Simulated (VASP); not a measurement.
# Pt12Cl in VASP: notebook, part 2 of 2

VASP 6.6.1.

## (4) Single point, PBE

File INCAR:

```
PREC = Accurate
ENCUT = 520
EDIFF = 1E-6
ISMEAR = 0
SIGMA = 0.1
LREAL = False
LASPH = True
NELM = 80
ALGO = Normal
ISIF = 2
LWAVE = False
LCHARG = True
LDIPOL = True
IDIPOL = 3
DIPOL = 0.5 0.5 0.330
GGA = PE
LELF = True
LVHAR = True
LVACPOTAV = True
NBANDS = 76
```

File KPOINTS:

```
Automatic mesh
0
Gamma
  6 6 1
```

File POSCAR:

```
Pt12Cl
1.0
    5.6143281324      0.0000000000      0.0000000000
   -2.8071640662      4.8621507878      0.0000000000
    0.0000000000      0.0000000000     20.1192653317
Pt Cl
12 1
Direct
    0.3333333333      0.1666666667      0.1988144166
    0.3333333333      0.6666666667      0.1988144166
    0.8333333333      0.1666666667      0.1988144166
    0.8333333333      0.6666666667      0.1988144166
    0.1666666667      0.3333333333      0.3136150008
    0.1666666667      0.8333333333      0.3136150008
    0.6666666667      0.3333333333      0.3136150008
    0.6666666667      0.8333333333      0.3136150008
    0.0000000000      0.0000000000      0.4284085522
    0.0000000000      0.5000000000      0.4284085522
    0.5000000000      0.0000000000      0.4284085522
    0.5000000000      0.5000000000      0.4284085522
    0.3333333333      0.1666666667      0.5235219744
```

Potentials or basis: VASP PAW PBE potentials, release 64 (Pt, Cl).

Started as:

```console
> cat potpaw_PBE.64/Pt/POTCAR potpaw_PBE.64/Cl/POTCAR > POTCAR
> mpirun -np 1 vasp_std > vasp.out
```

OUTCAR:

```text
PREC = Accurate
   ENCUT = 520
   EDIFF = 1E-6
   ISMEAR = 0
   LREAL = False
   LASPH = True
   NELM = 80
   ISIF = 2
   GGA = PE

 ion  position               nearest neighbor table
   1  0.333  0.167  0.199-   2 2.81   4 2.81   2 2.81   4 2.81   3 2.81   3 2.81   5 2.82   6 2.82
                             7 2.82
   2  0.333  0.667  0.199-   1 2.81   3 2.81   1 2.81   3 2.81   4 2.81   4 2.81   6 2.82   5 2.82
                             8 2.82
   3  0.833  0.167  0.199-   2 2.81   4 2.81   4 2.81   2 2.81   1 2.81   1 2.81   7 2.82   8 2.82
                             5 2.82
   4  0.833  0.667  0.199-   1 2.81   3 2.81   3 2.81   1 2.81   2 2.81   2 2.81   8 2.82   7 2.82
                             6 2.82
   5  0.167  0.333  0.314-   6 2.81   8 2.81   6 2.81   8 2.81   7 2.81   7 2.81   9 2.82  12 2.82
                            10 2.82   1 2.82   2 2.82   3 2.82
   6  0.167  0.833  0.314-   5 2.81   7 2.81   5 2.81   7 2.81   8 2.81   8 2.81  10 2.82  11 2.82
                             9 2.82   2 2.82   1 2.82   4 2.82
   7  0.667  0.333  0.314-   6 2.81   8 2.81   8 2.81   6 2.81   5 2.81   5 2.81  11 2.82  10 2.82
                            12 2.82   3 2.82   4 2.82   1 2.82
   8  0.667  0.833  0.314-   5 2.81   7 2.81   7 2.81   5 2.81   6 2.81   6 2.81  12 2.82   9 2.82
                            11 2.82   4 2.82   3 2.82   2 2.82
   9  0.000  0.000  0.428-  13 2.51  12 2.81  10 2.81  10 2.81  12 2.81  11 2.81  11 2.81   5 2.82
                             8 2.82   6 2.82
  10  0.000  0.500  0.428-   9 2.81  11 2.81   9 2.81  11 2.81  12 2.81  12 2.81   6 2.82   7 2.82
                             5 2.82
  11  0.500  0.000  0.428-  13 2.51  12 2.81  10 2.81  12 2.81  10 2.81   9 2.81   9 2.81   7 2.82
                             6 2.82   8 2.82
  12  0.500  0.500  0.428-  13 2.51  11 2.81   9 2.81  11 2.81   9 2.81  10 2.81  10 2.81   8 2.82
                             5 2.82   7 2.82
  13  0.333  0.167  0.524-  12 2.51   9 2.51  11 2.51

  LATTYP: Found a hexagonal cell.
 ALAT       =     5.6143281324
 C/A-ratio  =     3.5835570806

  Lattice vectors:

 A1 = (   5.6143281324,   0.0000000000,   0.0000000000)
 A2 = (  -2.8071640662,   4.8621507878,   0.0000000000)
 A3 = (   0.0000000000,   0.0000000000,  20.1192653317)

Analysis of symmetry for initial positions (statically):
=====================================================================
 Subroutine PRICEL returns:
 Original cell was already a primitive cell.

 Routine SETGRP: Setting up the symmetry group for a
 hexagonal supercell.

 Subroutine GETGRP returns: Found  6 space group operations
 (whereof  2 operations were pure point group operations)
 out of a pool of 24 trial point group operations.

The static configuration has the point symmetry C_1h.
 The point group associated with its full space group is C_3v.

Analysis of symmetry for dynamics (positions and initial velocities):
=====================================================================
 Subroutine PRICEL returns:
 Original cell was already a primitive cell.

 Routine SETGRP: Setting up the symmetry group for a
 hexagonal supercell.

 Subroutine GETGRP returns: Found  6 space group operations
 (whereof  2 operations were pure point group operations)
 out of a pool of 24 trial point group operations.

The dynamic configuration has the point symmetry C_1h.
 The point group associated with its full space group is C_3v.

 Subroutine INISYM returns: Found  6 space group operations
 (whereof  2 operations are pure point group operations),
 and found     1 'primitive' translations

----------------------------------------------------------------------------------------

                                     Primitive cell
[... 94 lines left out ...]
   NELM   =     80;   NELMIN=  2; NELMDL= -5     # of ELM steps
   EDIFF  = 0.1E-05   stopping-criterion for ELM
   LREAL  =      F    real-space projection
   EDIFFG = 0.1E-04   stopping-criterion for IOM
   NSW    =      0    number of steps for IOM
   IBRION =     -1    ionic relax: 0-MD 1-quasi-New 2-CG
   NFREE  =      0    steps in history (QN), initial steepest desc. (CG)
   ISIF   =      2    stress and relaxation
   ISYM   =      2    0-nonsym 1-usesym 2-fastsym
   POTIM  = 0.5000    time-step for ionic-motion
   TEBEG  =    0.0;   TEEND  =   0.0 temperature during run
   PSTRESS=    0.0 pullay stress
   NELECT =     127.0000    total number of electrons
   NUPDOWN=      -1.0000    fix difference up-down
   EMIN   =  10.00;   EMAX   =-10.00  energy-range for DOS
   EFERMI =   0.00;   METHOD = LEGACY
   ISMEAR =     0;   SIGMA  =   0.10  broadening in eV -4-tet -1-fermi 0-gaus
   EFERMI_NEDOS =   21; number of points for ismear=-14 and -15
   IALGO  =     38    algorithm
   IMIX   =      4    mixing-type and parameters
     AMIX     =   0.40;   BMIX     =  1.00
     AMIX_MAG =   1.60;   BMIX_MAG =  1.00
  volume/ion in A,a.u.               =      42.25       285.10
  Fermi-wavevector in a.u.,A,eV,Ry     =   1.004839  1.898871 13.737831  1.009702
  Thomas-Fermi vector in A             =   2.137481
   LORBIT       =      0    0 simple, 1 ext, 2 COOP (PROOUT), +10 PAW based schemes
   GGA     = PE    functional components
   LHFCALC =     F    Hartree Fock is set to
   AEXX    =    0.0000 exact exchange contribution
   IVDW    =     0    specifies the selected vdW correction
   LEPSILON=     F    determine dielectric tensor
   LRPA    =     F    only Hartree local field effects (RPA)
 non-spin polarized calculation
 Gauss-broadening in eV      SIGMA  =   0.10
  energy-cutoff  :      520.00
  volume of cell :      549.21
 maximum number of plane-waves:     14831
 NGX is ok and might be reduce to    42
   NGX = 21   NGY = 21   NGZ = 75

 dipolmoment           0.000000      0.000000      0.060519 electrons x Angstroem

 number of electron     126.9999982 magnetization

 dipolmoment           0.000000      0.000000     -0.072934 electrons x Angstroem

 Free energy of the ion-electron system (eV)
  ---------------------------------------------------
  ext. energy  EPLUGINS =         0.00000000
  ---------------------------------------------------
  free energy    TOTEN  =       -70.91288611 eV

  energy without entropy =      -70.75992703  energy(sigma->0) =      -70.83640657

 E-fermi :   0.2866     XC(G=0):  -5.7519

 val. band max:        0.2694749742   @ k =   0.3333  -0.0000   0.0000
 cond. band min:       0.3181920188   @ k =   0.1667  -0.0000   0.0000
 fundamental gap:      0.0487170446
 Fermi energy:         0.2865782720

 k-point     1 :       0.0000    0.0000    0.0000
  band No.  band energies     occupation
      1     -15.9622      2.00000
      2      -8.5714      2.00000
      3      -7.0905      2.00000
      4      -6.4336      2.00000
      5      -6.1055      2.00000
      6      -5.9584      2.00000
[... 535 lines left out ...]
     74       5.1104      0.00000
     75       5.1562      0.00000
 [bands above 75 left out]

------------------------ aborting loop because EDIFF is reached ----------------------------------------

  FORCE on cell =-STRESS in cart. coord.  units (eV):
  Direction    XX          YY          ZZ          XY          YZ          ZX
  --------------------------------------------------------------------------------------
  -------------------------------------------------------------------------------------
  Total      -14.6427424    -14.6427424     -1.6896629     -0.0000000     -0.0000000      0.0000000
  in kB      -42.7164025    -42.7164025     -4.9291532     -0.0000000     -0.0000000      0.0000000
  external PRESSURE =     -30.1206527 kB  Pullay stress =       0.0000000 kB

 VOLUME and BASIS-vectors are now :
 -----------------------------------------------------------------------------
  energy-cutoff  :      520.00
  volume of cell :      549.21
      direct lattice vectors                 reciprocal lattice vectors
     5.614328132  0.000000000  0.000000000     0.178115703  0.102835149  0.000000000
    -2.807164066  4.862150788  0.000000000     0.000000000  0.205670298  0.000000000
     0.000000000  0.000000000 20.119265332     0.000000000  0.000000000  0.049703604

 POSITION                                       TOTAL-FORCE (eV/Angst)
 -----------------------------------------------------------------------------------
      1.40358      0.81036      4.00000        -0.000000     -0.000000      0.160925
     -0.00000      3.24143      4.00000         0.105789      0.061077      0.021030
      4.21075      0.81036      4.00000        -0.000000     -0.122155      0.021030
      2.80716      3.24143      4.00000        -0.105789      0.061077      0.021030
      0.00000      1.62072      6.30970        -0.042985      0.024817     -0.248985
     -1.40358      4.05179      6.30970        -0.000000     -0.049634     -0.248985
      2.80716      1.62072      6.30970         0.042985      0.024817     -0.248985
      1.40358      4.05179      6.30970        -0.000000      0.000000      0.933407
      0.00000      0.00000      8.61927        -0.687486     -0.396920     -0.007010
     -1.40358      2.43108      8.61927        -0.000000     -0.000000     -0.360910
      2.80716      0.00000      8.61927         0.687486     -0.396920     -0.007010
      1.40358      2.43108      8.61927        -0.000000      0.793840     -0.007010
      1.40358      0.81036     10.53288        -0.000000      0.000000     -0.028527
 -----------------------------------------------------------------------------------
    total drift:                               -0.000001      0.000001      0.000105

  FREE ENERGIE OF THE ION-ELECTRON SYSTEM (eV)
  ---------------------------------------------------
  free  energy   TOTEN  =       -70.9128861133 eV

  energy  without entropy=      -70.7599270324  energy(sigma->0) =      -70.83640657

 vacuum level on the upper side and lower side of the slab         5.560         6.043
```

Wall time 8.5 min (1 thread of Intel Xeon 6975P-C (Granite Rapids), shared host); peak memory 0.69 GiB.

What came out:

- Free energy: -70.9129 eV
- Largest force: 0.933 eV/Å
- Band gap on the k mesh: zero (an odd number of electrons rules out a gap without spin polarisation)

Forces on the atoms (eV/Å):
```
Pt   0.000  0.000  0.161
Pt   0.106  0.061  0.021
Pt   0.000 -0.122  0.021
Pt  -0.106  0.061  0.021
Pt  -0.043  0.025 -0.249
Pt   0.000 -0.050 -0.249
Pt   0.043  0.025 -0.249
Pt   0.000  0.000  0.933
Pt  -0.687 -0.397 -0.007
Pt   0.000  0.000 -0.361
Pt   0.687 -0.397 -0.007
Pt   0.000  0.794 -0.007
Cl   0.000  0.000 -0.029
```

Levels at points of the mesh, in eV from the Fermi level:
```tsv
k point	band 62	band 63	band 64	band 65	band 66	band 67
(0.00, 0.00, 0.00)	0.36	0.42	0.42	0.57	0.57	0.57
(0.50, 0.00, 0.00)	-0.15	-0.09	-0.02	0.04	0.22	0.25
```

Caveat: spin-orbit coupling is left out, which moves the levels of the heavy elements.

## (5) Summary

```csv
cell,gap on the mesh (eV),largest force (eV/Å)
"as given, atomic positions A",none,0.46
"as given, atomic positions B",none,0.46
"as given, atomic positions C",none,0.93
```

Alike in all rows: task single point; level PBE; potentials or basis VASP PAW PBE potentials, release 64 (Pt, Cl); no spin polarisation; k mesh 6 × 6 × 1; cutoff (eV) 520; smearing gaussian 0.1 eV.

Caveats: spin-orbit coupling is left out, which moves the levels of the heavy elements.

Total energies depend on the potentials used, so only differences within one code and one set of settings carry meaning.

The gap in the log of VASP goes by the Fermi energy; the results here count the filled bands.